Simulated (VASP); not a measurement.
# TePb (Fm-3m) in VASP: notebook, part 3 of 3

VASP 6.6.1. The steps go on from the part before.

### Step 4. Electric field gradients, PBE

This run uses another cell than the first one, of 33.60 Å³/atom, 1.042 times its volume.

File INCAR:

```
  PREC = Accurate
  ENCUT = 520
  EDIFF = 1E-8
  ISMEAR = -1
  SIGMA = 0.08
  LREAL = F
  LASPH = T
  NELM = 100
  ALGO = Normal
  ISIF = 2
  LWAVE = F
  LCHARG = F
  GGA = PE
  LEFG = T
  NBANDS = 17
```

File KPOINTS:

```
regular mesh
0
Gamma
  11 11 11
```

File POSCAR:

```
TePb
1.0
    0.0000000000      3.2270000000      3.2270000000
    3.2270000000      0.0000000000      3.2270000000
    3.2270000000      3.2270000000      0.0000000000
Te Pb
1 1
Direct
    0.5000000000      0.5000000000      0.5000000000
    0.0000000000      0.0000000000      0.0000000000
```

Potentials or basis: VASP PAW PBE potentials, release 64 (Te, Pb_d).

Command:

```sh
$ cat potpaw_PBE.64/Te/POTCAR potpaw_PBE.64/Pb_d/POTCAR > POTCAR
$ mpirun -np 1 vasp_std > vasp.out
```

OUTCAR:

```text
PREC = Accurate
   ENCUT = 520
   EDIFF = 1E-8
   ISMEAR = -1
   LREAL = F
   LASPH = T
   NELM = 100
   ISIF = 2
   GGA = PE

 ion  position               nearest neighbor table
   1  0.500  0.500  0.500-   2 3.23   2 3.23   2 3.23   2 3.23   2 3.23   2 3.23
   2  0.000  0.000  0.000-   1 3.23   1 3.23   1 3.23   1 3.23   1 3.23   1 3.23

  LATTYP: Found a face centered cubic cell.
 ALAT       =     6.4540000000

  Lattice vectors:

 A1 = (   0.0000000000,   3.2270000000,   3.2270000000)
 A2 = (   3.2270000000,   0.0000000000,   3.2270000000)
 A3 = (   3.2270000000,   3.2270000000,   0.0000000000)

Analysis of symmetry for initial positions (statically):
=====================================================================
 Subroutine PRICEL returns:
 Original cell was already a primitive cell.

 Routine SETGRP: Setting up the symmetry group for a
 face centered cubic supercell.

 Subroutine GETGRP returns: Found 48 space group operations
[... 667 lines left out ...]
  volume of cell :       67.21
      direct lattice vectors                 reciprocal lattice vectors
     0.000000000  3.227000000  3.227000000    -0.154942671  0.154942671  0.154942671
     3.227000000  0.000000000  3.227000000     0.154942671 -0.154942671  0.154942671
     3.227000000  3.227000000  0.000000000     0.154942671  0.154942671 -0.154942671

 POSITION                                       TOTAL-FORCE (eV/Angst)
 -----------------------------------------------------------------------------------
      3.22700      3.22700      3.22700        -0.000000      0.000000      0.000000
      0.00000      0.00000      0.00000         0.000000      0.000000      0.000000
 -----------------------------------------------------------------------------------
    total drift:                               -0.000000      0.000000      0.000000

  FREE ENERGIE OF THE ION-ELECTRON SYSTEM (eV)
  ---------------------------------------------------
  free  energy   TOTEN  =        -7.4980293363 eV

  energy  without entropy=       -7.4979061515  energy(sigma->0) =       -7.49796774

 Electric field gradients (V/A^2)
---------------------------------------------------------------------
 ion       V_xx      V_yy      V_zz      V_xy      V_xz      V_yz
---------------------------------------------------------------------
   1       0.000    -0.000    -0.000    -0.000    -0.000    -0.000
   2       0.000     0.000    -0.000     0.000     0.000     0.000
---------------------------------------------------------------------

 Electric field gradients after diagonalization (V/A^2)
 (convention: |V_zz| > |V_xx| > |V_yy|)
----------------------------------------------------------------------
 ion       V_xx      V_yy      V_zz     asymmetry (V_yy - V_xx)/ V_zz
----------------------------------------------------------------------
   1       0.000     0.000    -0.000       0.000
   2      -0.000    -0.000     0.001       0.000
----------------------------------------------------------------------

           NMR quadrupolar parameters

 Cq : quadrupolar parameter    Cq=e*Q*V_zz/h
 eta: asymmetry parameters     (V_yy - V_xx)/ V_zz
 Q  : nuclear electric quadrupole moment in mb (millibarn)
----------------------------------------------------------------------
 ion       Cq(MHz)       eta       Q (mb)
----------------------------------------------------------------------
   1      -0.000       0.000       1.000
   2       0.000       0.000       1.000
----------------------------------------------------------------------
```

Wall time 67 s (1 thread of Intel Xeon Platinum 8259CL at 2.50GHz (Skylake/Cascade Lake), shared host); peak memory 0.24 GiB.

What came out:

```yaml
Free_energy: -7.4980 eV
Pressure: 2.3 GPa
```

Caveat: without QUAD_EFG the Cq values of the log hold for a quadrupole moment of 1 mb, not for the nuclei.

### Step 5. Electric field gradients, PBE (volume scaled by 1.02)

File INCAR:

```
SYSTEM = TePb
PREC = Accurate
ENCUT = 520
EDIFF = 1E-8
ISMEAR = -1
SIGMA = 0.08
LREAL = .False.
LASPH = .True.
NELM = 100
ALGO = Normal
ISIF = 2
LWAVE = .False.
LCHARG = .False.
GGA = PE
LEFG = .True.
NBANDS = 17
```

File KPOINTS:

```
Automatic mesh
0
Gamma
  11 11 11
  0 0 0
```

File POSCAR:

```
TePb
1.0
    0.0000000000      3.2483714838      3.2483714838
    3.2483714838      0.0000000000      3.2483714838
    3.2483714838      3.2483714838      0.0000000000
Te Pb
1 1
Direct
    0.5000000000      0.5000000000      0.5000000000
    0.0000000000      0.0000000000      0.0000000000
```

Potentials or basis: VASP PAW PBE potentials, release 64 (Te, Pb_d).

Command:

```sh
$ cat potpaw_PBE.64/Te/POTCAR potpaw_PBE.64/Pb_d/POTCAR > POTCAR
$ mpirun -np 1 vasp_std > vasp.out
```

OUTCAR:

```text
SYSTEM = TePb
   PREC = Accurate
   ENCUT = 520
   EDIFF = 1E-8
   ISMEAR = -1
   LREAL = .False.
   LASPH = .True.
   NELM = 100
   ISIF = 2
   GGA = PE

 ion  position               nearest neighbor table
   1  0.500  0.500  0.500-   2 3.25   2 3.25   2 3.25   2 3.25   2 3.25   2 3.25
   2  0.000  0.000  0.000-   1 3.25   1 3.25   1 3.25   1 3.25   1 3.25   1 3.25

  LATTYP: Found a face centered cubic cell.
 ALAT       =     6.4967429676

  Lattice vectors:

 A1 = (   0.0000000000,   3.2483714838,   3.2483714838)
[... 693 lines left out ...]
  ---------------------------------------------------
  free  energy   TOTEN  =        -7.5134106545 eV

  energy  without entropy=       -7.5133007219  energy(sigma->0) =       -7.51335569

 Electric field gradients (V/A^2)
---------------------------------------------------------------------
 ion       V_xx      V_yy      V_zz      V_xy      V_xz      V_yz
---------------------------------------------------------------------
   1      -0.000     0.000     0.000    -0.000    -0.000    -0.000
   2       0.000     0.000    -0.000    -0.000    -0.000    -0.000
---------------------------------------------------------------------

 Electric field gradients after diagonalization (V/A^2)
 (convention: |V_zz| > |V_xx| > |V_yy|)
----------------------------------------------------------------------
 ion       V_xx      V_yy      V_zz     asymmetry (V_yy - V_xx)/ V_zz
----------------------------------------------------------------------
   1       0.000     0.000    -0.000       0.000
   2       0.000     0.000    -0.000       0.000
----------------------------------------------------------------------

           NMR quadrupolar parameters

 Cq : quadrupolar parameter    Cq=e*Q*V_zz/h
 eta: asymmetry parameters     (V_yy - V_xx)/ V_zz
 Q  : nuclear electric quadrupole moment in mb (millibarn)
----------------------------------------------------------------------
 ion       Cq(MHz)       eta       Q (mb)
----------------------------------------------------------------------
   1      -0.000       0.000       1.000
   2      -0.000       0.000       1.000
----------------------------------------------------------------------
```

OSZICAR:

```text
N       E                     dE             d eps       ncg     rms          rms(c)
DAV:   1     0.152447355035E+03    0.15245E+03   -0.92007E+03  1904   0.114E+03
DAV:   2     0.273461502964E+01   -0.14971E+03   -0.14516E+03  2067   0.294E+02
DAV:   3    -0.736060880873E+01   -0.10095E+02   -0.10025E+02  2414   0.831E+01
DAV:   4    -0.762908711729E+01   -0.26848E+00   -0.26831E+00  2427   0.155E+01
DAV:   5    -0.764162579949E+01   -0.12539E-01   -0.12538E-01  2742   0.297E+00    0.321E+00
DAV:   6    -0.751480613885E+01    0.12682E+00   -0.28043E-01  2755   0.365E+00    0.196E+00
DAV:   7    -0.751146972616E+01    0.33364E-02   -0.84975E-02  2374   0.139E+00    0.914E-01
DAV:   8    -0.751354809035E+01   -0.20784E-02   -0.10206E-02  2327   0.102E+00    0.151E-01
DAV:   9    -0.751335823666E+01    0.18985E-03   -0.14214E-03  2852   0.399E-01    0.661E-02
DAV:  10    -0.751340535768E+01   -0.47121E-04   -0.16027E-04  2214   0.906E-02    0.203E-02
DAV:  11    -0.751341095971E+01   -0.56020E-05   -0.31957E-05  2700   0.444E-02    0.129E-02
DAV:  12    -0.751341102385E+01   -0.64146E-07   -0.17489E-06  2290   0.108E-02    0.940E-03
DAV:  13    -0.751341055365E+01    0.47021E-06   -0.72181E-07  2327   0.623E-03    0.265E-03
DAV:  14    -0.751341061082E+01   -0.57176E-07   -0.25830E-07  2629   0.381E-03    0.138E-03
DAV:  15    -0.751341063625E+01   -0.25429E-07   -0.17037E-08  2109   0.947E-04    0.753E-04
DAV:  16    -0.751341065562E+01   -0.19366E-07   -0.59162E-09  1175   0.580E-04    0.985E-05
DAV:  17    -0.751341065446E+01    0.11546E-08   -0.92175E-10  1126   0.270E-04
   1 F= -.75134107E+01 E0= -.75133557E+01  d E =-.109933E-03
```

Run time: 67 s. Hardware: 1 thread of Intel Xeon Platinum 8259CL at 2.50GHz (Skylake/Cascade Lake), shared host; peak memory 0.24 GiB.

Results:

| Property | Result |
| --- | --- |
| Free energy | -7.5134 eV |
| Pressure | 1.3 GPa |

Caveat: the cell differs from its parent crystal (volume scaled by 1.02); without QUAD_EFG the Cq values of the log hold for a quadrupole moment of 1 mb, not for the nuclei.

### Step 6. The runs side by side

| cell | pressure (GPa) |
| --- | --- |
| a = 4.502 Å, angles 60.0°, 2 atoms | 4.4 |
| a = 4.533 Å, angles 60.0°, 2 atoms | 3.3 |
| a = 4.564 Å, angles 60.0°, 2 atoms | 2.3 |
| a = 4.594 Å, angles 60.0°, 2 atoms | 1.3 |

Alike in all rows: task electric field gradients; level PBE; potentials or basis VASP PAW PBE potentials, release 64 (Te, Pb_d); no spin polarisation; k mesh 11 × 11 × 11; cutoff (eV) 520; smearing fermi-dirac 0.08 eV.

Absolute energies hang on the potentials; compare differences alone.
